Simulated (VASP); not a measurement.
# SrCl2 (P1) in VASP: single point with PBE

Aim: the single point of SrCl2 with PBE.

Everything below comes from runs of VASP 6.6.1. Logs are shortened: lines on timing, memory, paths and dates and some standing lists are left out, and cuts for length are marked.

## (1) The cell of the first run

The typed cell holds 3 atoms: a = 4.893 Å, b = 4.876 Å, c = 4.894 Å, α = 61.46°, β = 61.53°, γ = 61.78°.

## (2) Single point, PBE (atoms moved at random and the cell strained at random)

Contents of INCAR:

```
PREC     = Accurate       # precision mode
ENCUT    = 520            # plane-wave cutoff, eV
EDIFF    = 1E-6           # SCF threshold, eV
ISMEAR   = 0              # smearing method
SIGMA    = 0.05           # smearing width, eV
LREAL    = False          # projectors in reciprocal space
LASPH    = True           # aspherical terms in the spheres
NELM     = 80             # most SCF steps
ALGO     = Normal         # electronic algorithm
ISIF     = 2              # what is computed and relaxed
LWAVE    = False          # write WAVECAR
LCHARG   = True           # write CHGCAR
GGA      = PE             # functional
LELF     = True           # ELF
LVHAR    = True         
NBANDS   = 19             # bands
```

Contents of KPOINTS:

```
Automatic mesh
0
Gamma
  8 8 8
```

Contents of POSCAR:

```
SrCl2
1.0
   -0.0893434757      3.4686840038      3.4493328756
    3.4556492402     -0.0785227323      3.4385121322
    3.4592265065      3.4614405268     -0.0820999986
Sr Cl
1 2
Direct
    0.0075149790     -0.0045695599     -0.0015944900
    0.2715602996      0.3058873112      0.2223220610
    0.7209247214      0.6986822487      0.7792724289
```

Potentials or basis: VASP PAW PBE potentials, release 64 (Sr_sv, Cl).

On the command line:

```console
> cat potpaw_PBE.64/Sr_sv/POTCAR potpaw_PBE.64/Cl/POTCAR > POTCAR
> mpirun -np 1 vasp_std > vasp.out
```

OUTCAR:

```text
PREC = Accurate
   ENCUT = 520
   EDIFF = 1E-6
   ISMEAR = 0
   LREAL = False
   LASPH = True
   NELM = 80
   ISIF = 2
   GGA = PE

 ion  position               nearest neighbor table
   1  0.008  0.995  0.998-   2 2.81   3 2.87   3 2.93   2 3.02   2 3.15   3 3.17   2 3.17   3 3.19

   2  0.272  0.306  0.222-   1 2.81   1 3.02   1 3.15   1 3.17
   3  0.721  0.699  0.779-   1 2.87   1 2.93   1 3.17   1 3.19

  LATTYP: Found a triclinic cell.
 ALAT       =     8.4095775696
 B/A-ratio  =     0.5819958780
 C/A-ratio  =     0.5963384252
 COS(alpha) =     0.0005958064
 COS(beta)  =     0.3004911969
 COS(gamma) =     0.8593180436

  Lattice vectors:

 A1 = (   3.3698830308,   6.9301245306,   3.3672328770)
 A2 = (   3.4592265065,   3.4614405268,  -0.0820999986)
 A3 = (  -3.5449927159,   3.5472067361,   0.0108207434)

Analysis of symmetry for initial positions (statically):
=====================================================================
 Subroutine PRICEL returns:
 Original cell was already a primitive cell.

 Routine SETGRP: Setting up the symmetry group for a
 triclinic supercell.

 Subroutine GETGRP returns: Found  1 space group operations
 (whereof  1 operations were pure point group operations)
 out of a pool of  2 trial point group operations.

The static configuration has the point symmetry C_1 .

Analysis of symmetry for dynamics (positions and initial velocities):
=====================================================================
 Subroutine PRICEL returns:
 Original cell was already a primitive cell.

 Routine SETGRP: Setting up the symmetry group for a
 triclinic supercell.

 Subroutine GETGRP returns: Found  1 space group operations
 (whereof  1 operations were pure point group operations)
 out of a pool of  2 trial point group operations.

The dynamic configuration has the point symmetry C_1 .

 Subroutine INISYM returns: Found  1 space group operations
 (whereof  1 operations are pure point group operations),
 and found     1 'primitive' translations

----------------------------------------------------------------------------------------

                                     Primitive cell

  volume of cell :      85.5017

  direct lattice vectors                    reciprocal lattice vectors
    -0.089343476  3.468684004  3.449332876    -0.139128911  0.142433437  0.143074958
     3.455649240 -0.078522732  3.438512132     0.142973057 -0.139467268  0.143952935
     3.459226506  3.461440527 -0.082099999     0.142663397  0.143001754 -0.140108789

  length of vectors
     4.892611599  4.875555678  4.894339481     0.245182751  0.246200856  0.245830875

  position of ions in fractional coordinates (direct lattice)
     0.007514979  0.995430440  0.998405510
     0.271560300  0.305887311  0.222322061
     0.720924721  0.698682249  0.779272429

  ion indices of the primitive-cell ions
   primitive index   ion index
                 1           1
                 2           2
                 3           3

----------------------------------------------------------------------------------------

 KPOINTS: Automatic mesh

Automatic generation of k-mesh.
 Grid dimensions read from file:
 generate k-points for:    8    8    8

 Generating k-lattice:

  Cartesian coordinates                     Fractional coordinates (reciprocal lattice)
    -0.017391114  0.017804180  0.017884370     0.125000000 -0.000000000 -0.000000000
     0.017871632 -0.017433408  0.017994117     0.000000000  0.125000000 -0.000000000
     0.017832925  0.017875219 -0.017513599     0.000000000 -0.000000000  0.125000000

  Length of vectors
     0.030647844  0.030775107  0.030728859

  Shift w.r.t. Gamma in fractional coordinates (k-lattice)
     0.000000000  0.000000000  0.000000000

 Subroutine IBZKPT returns following result:
 ===========================================

 Found    260 irreducible k-points:

 Following reciprocal coordinates:
            Coordinates               Weight
  0.000000  0.000000  0.000000      1.000000
  0.125000  0.000000 -0.000000      2.000000
  0.250000  0.000000 -0.000000      2.000000
  0.375000  0.000000 -0.000000      2.000000
  0.500000  0.000000 -0.000000      1.000000
  0.000000  0.125000  0.000000      2.000000
[... 16 lines left out ...]
  0.125000  0.375000  0.000000      2.000000
  0.250000  0.375000  0.000000      2.000000
 [... further k-points ...]
   k-points           NKPTS =    260   k-points in BZ     NKDIM =    260   number of bands    NBANDS=     19
   number of dos      NEDOS =    301   number of ions     NIONS =      3
   total plane-waves  NPLWV =  46656
   dimension x,y,z NGX =    36 NGY =   36 NGZ =   36
   dimension x,y,z NGXF=    72 NGYF=   72 NGZF=   72
   ions per type =               1   2
   NGX,Y,Z   is equivalent  to a cutoff of  12.23, 12.28, 12.23 a.u.
   NGXF,Y,Z  is equivalent  to a cutoff of  24.46, 24.55, 24.46 a.u.
 SYSTEM =  unknown system
   PREC   = accura    normal or accurate (medium, high low for compatibility)
   ISTART =      0    job   : 0-new  1-cont  2-samecut
   ICHARG =      2    charge: 1-file 2-atom 10-const
   ISPIN  =      1    spin polarized calculation?
   LNONCOLLINEAR =      F non collinear calculations
   LSORBIT =      F    spin-orbit coupling
   LASPH  =      T    aspherical Exc in radial PAW
   ENCUT  =  520.0 eV  38.22 Ry    6.18 a.u.   9.10  9.07  9.10*2*pi/ulx,y,z
   NELM   =     80;   NELMIN=  2; NELMDL= -5     # of ELM steps
   EDIFF  = 0.1E-05   stopping-criterion for ELM
   LREAL  =      F    real-space projection
   EDIFFG = 0.1E-04   stopping-criterion for IOM
   NSW    =      0    number of steps for IOM
   IBRION =     -1    ionic relax: 0-MD 1-quasi-New 2-CG
   NFREE  =      0    steps in history (QN), initial steepest desc. (CG)
   ISIF   =      2    stress and relaxation
   ISYM   =      2    0-nonsym 1-usesym 2-fastsym
   POTIM  = 0.5000    time-step for ionic-motion
   TEBEG  =    0.0;   TEEND  =   0.0 temperature during run
   PSTRESS=    0.0 pullay stress
   NELECT =      24.0000    total number of electrons
   NUPDOWN=      -1.0000    fix difference up-down
   EMIN   =  10.00;   EMAX   =-10.00  energy-range for DOS
   EFERMI =   0.00;   METHOD = LEGACY
   ISMEAR =     0;   SIGMA  =   0.05  broadening in eV -4-tet -1-fermi 0-gaus
   EFERMI_NEDOS =   21; number of points for ismear=-14 and -15
   IALGO  =     38    algorithm
   IMIX   =      4    mixing-type and parameters
     AMIX     =   0.40;   BMIX     =  1.00
     AMIX_MAG =   1.60;   BMIX_MAG =  1.00
  volume/ion in A,a.u.               =      28.50       192.33
  Fermi-wavevector in a.u.,A,eV,Ry     =   1.071898  2.025594 15.632637  1.148966
  Thomas-Fermi vector in A             =   2.207653
   LORBIT       =      0    0 simple, 1 ext, 2 COOP (PROOUT), +10 PAW based schemes
   GGA     = PE    functional components
   LHFCALC =     F    Hartree Fock is set to
   AEXX    =    0.0000 exact exchange contribution
   IVDW    =     0    specifies the selected vdW correction
   LEPSILON=     F    determine dielectric tensor
   LRPA    =     F    only Hartree local field effects (RPA)
 non-spin polarized calculation
 Gauss-broadening in eV      SIGMA  =   0.05
  energy-cutoff  :      520.00
  volume of cell :       85.50
 maximum number of plane-waves:      2336
   NGX = 19   NGY = 19   NGZ = 19

 number of electron      24.0000001 magnetization

 Free energy of the ion-electron system (eV)
  ---------------------------------------------------
  ext. energy  EPLUGINS =         0.00000000
  ---------------------------------------------------
  free energy    TOTEN  =       -12.42318917 eV

  energy without entropy =      -12.42318917  energy(sigma->0) =      -12.42318917

 E-fermi :   0.6944     XC(G=0):  -8.2360

 val. band max:        0.4629208432   @ k =   0.5000   0.5000  -0.0000
 cond. band min:       5.2684158779   @ k =   0.0000   0.0000   0.0000
 fundamental gap:      4.8054950347
 Fermi energy:         0.6943992133

 k-point     1 :       0.0000    0.0000    0.0000
  band No.  band energies     occupation
      1     -32.7867      2.00000
      2     -14.8093      2.00000
      3     -14.7921      2.00000
      4     -14.7854      2.00000
      5     -13.2485      2.00000
      6     -12.1940      2.00000
[... 11 lines left out ...]
     18       9.2205      0.00000
     19       9.4683      0.00000

 k-point     2 :       0.1250    0.0000   -0.0000
  band No.  band energies     occupation
      1     -32.7862      2.00000
      2     -14.8630      2.00000
      3     -14.8011      2.00000
      4     -14.7932      2.00000
      5     -13.1357      2.00000
      6     -12.2345      2.00000
[... 11 lines left out ...]
     18       9.0918      0.00000
     19       9.7560      0.00000

 k-point     3 :       0.2500    0.0000   -0.0000
  band No.  band energies     occupation
      1     -32.7851      2.00000
      2     -14.9974      2.00000
      3     -14.8046      2.00000
      4     -14.7973      2.00000
      5     -12.8907      2.00000
      6     -12.3280      2.00000
[... 11 lines left out ...]
     18       8.9112      0.00000
     19       9.6643      0.00000

 k-point     4 :       0.3750    0.0000   -0.0000
  band No.  band energies     occupation
      1     -32.7840      2.00000
      2     -15.1075      2.00000
      3     -14.8070      2.00000
      4     -14.8009      2.00000
      5     -12.6781      2.00000
      6     -12.4073      2.00000
[... 11 lines left out ...]
     18       8.4275      0.00000
     19       9.3946      0.00000

 k-point     5 :       0.5000    0.0000   -0.0000
  band No.  band energies     occupation
      1     -32.7835      2.00000
      2     -15.1480      2.00000
      3     -14.8081      2.00000
      4     -14.8023      2.00000
      5     -12.6104      2.00000
      6     -12.4228      2.00000
[... 11 lines left out ...]
     18       8.3942      0.00000
     19       9.6687      0.00000
[... 334 lines left out ...]
      2     -15.1222      2.00000
      3     -14.8094      2.00000
      4     -14.7993      2.00000
      5     -12.6655      2.00000
      6     -12.3814      2.00000
[... 11 lines left out ...]
     18       9.0208      0.00000
     19       9.5518      0.00000

 k-point    22 :       0.0000    0.3750    0.0000
  band No.  band energies     occupation
      1     -32.7836      2.00000
      2     -15.1727      2.00000
      3     -14.8034      2.00000
      4     -14.7987      2.00000
      5     -12.5689      2.00000
      6     -12.4281      2.00000
[... 11 lines left out ...]
     18       8.4476      0.00000
     19       9.1620      0.00000

 k-point    23 :       0.1250    0.3750    0.0000
  band No.  band energies     occupation
      1     -32.7838      2.00000
      2     -15.1023      2.00000
      3     -14.8211      2.00000
      4     -14.8063      2.00000
      5     -12.6642      2.00000
      6     -12.4033      2.00000
[... 11 lines left out ...]
     18       8.9162      0.00000
     19       9.1861      0.00000

 k-point    24 :       0.2500    0.3750    0.0000
  band No.  band energies     occupation
      1     -32.7837      2.00000
      2     -15.0556      2.00000
      3     -14.8321      2.00000
      4     -14.8120      2.00000
      5     -12.7586      2.00000
      6     -12.3632      2.00000
[... 11 lines left out ...]
     18       9.1267      0.00000
     19       9.7577      0.00000

 [... further k-points ...]
[... 5 lines left out ...]
  --------------------------------------------------------------------------------------
  -------------------------------------------------------------------------------------
  Total        0.7050125      0.6369065      2.3368791     -1.2366446     -0.4417007      0.1119814
  in kB       13.2109077     11.9346996     43.7897107    -23.1729182     -8.2768272      2.0983675
  external PRESSURE =      22.9784394 kB  Pullay stress =       0.0000000 kB

 VOLUME and BASIS-vectors are now :
 -----------------------------------------------------------------------------
  energy-cutoff  :      520.00
  volume of cell :       85.50
      direct lattice vectors                 reciprocal lattice vectors
    -0.089343476  3.468684004  3.449332876    -0.139128911  0.142433437  0.143074958
     3.455649240 -0.078522732  3.438512132     0.142973057 -0.139467268  0.143952935
     3.459226506  3.461440527 -0.082099999     0.142663397  0.143001754 -0.140108789

 POSITION                                       TOTAL-FORCE (eV/Angst)
 -----------------------------------------------------------------------------------
      6.89290      3.40382      3.36675         0.165323     -0.167169      0.015130
      1.80184      1.68749      1.97025        -0.392842      0.338348     -1.420573
      5.04567      5.14320      4.82516         0.227519     -0.171179      1.405443
 -----------------------------------------------------------------------------------
    total drift:                               -0.000051      0.000080      0.000030

  FREE ENERGIE OF THE ION-ELECTRON SYSTEM (eV)
  ---------------------------------------------------
  free  energy   TOTEN  =       -12.4231891747 eV

  energy  without entropy=      -12.4231891747  energy(sigma->0) =      -12.42318917
```

Run time: 10 min. Hardware: 1 thread of Oxide Virtual Turin-like, shared host; peak memory 0.47 GiB.

Results:

| Quantity | Value |
| --- | --- |
| Free energy | -12.4232 eV |
| Pressure | 2.3 GPa |
| Largest force | 1.512 eV/Å |
| Band gap on the k mesh | 4.81 eV, indirect (least direct gap 5.03 eV) |

Forces on the atoms (eV/Å):
```
Sr   0.165 -0.167  0.015
Cl  -0.393  0.338 -1.421
Cl   0.228 -0.171  1.405
```

Caveat: the cell differs from its parent crystal (atoms moved at random and the cell strained at random); forces of over 1 eV/Å act on the atoms, so gaps and moduli don't describe the material at rest.
